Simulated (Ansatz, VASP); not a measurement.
**SrTiO3 in VASP and in Ansatz**

```
Sr Ti O
1.0
     3.91771    0.00000    0.00000
     0.00000    3.91771    0.00000
     0.05877    0.00000    3.91771
Sr Ti O
1 1 3
Direct
  0.00000 0.00000 0.00000
  0.50000 0.50000 0.50000
  0.50000 0.00000 0.50000
  0.50000 0.50000 0.00000
  0.00000 0.50000 0.50000
```

Change from the starting cell: shear of c along a, cell held, atoms relaxed: +1.5 %.

Alike in both runs: task single point; functional r2SCAN; k mesh 6 × 6 × 6; occupations gaussian, width 0.02 eV; no spin polarisation; Hubbard terms Ti d U = 4.0 eV.

```csv
,VASP,Ansatz
version,VASP 6.6.1,Ansatz 0.2.0
potentials or method,"VASP PAW PBE potentials, release 64 (Sr_sv, Ti_sv, O), cutoff 520 eV","scalar-relativistic, plane waves, PAW"
valence electrons in the cell,40,40
```

|  | VASP | Ansatz | Ansatz less VASP |
| --- | --- | --- | --- |
| gap on the k mesh at the Fermi level (eV) | 2.80 | 2.75 | -0.050 |
| least direct gap on the mesh (eV) | 3.21 | 3.15 | -0.064 |
| pressure (GPa) | 3.2 | 0.0 | -3.12 |
| traceless stress, the component that is largest in VASP (GPa) | -1.82 | -1.83 | -0.006 |

VASP's potentials were made for PBE, not for r2SCAN. The programs project onto different local orbitals, so the same U acts differently, and such runs can settle in different states.
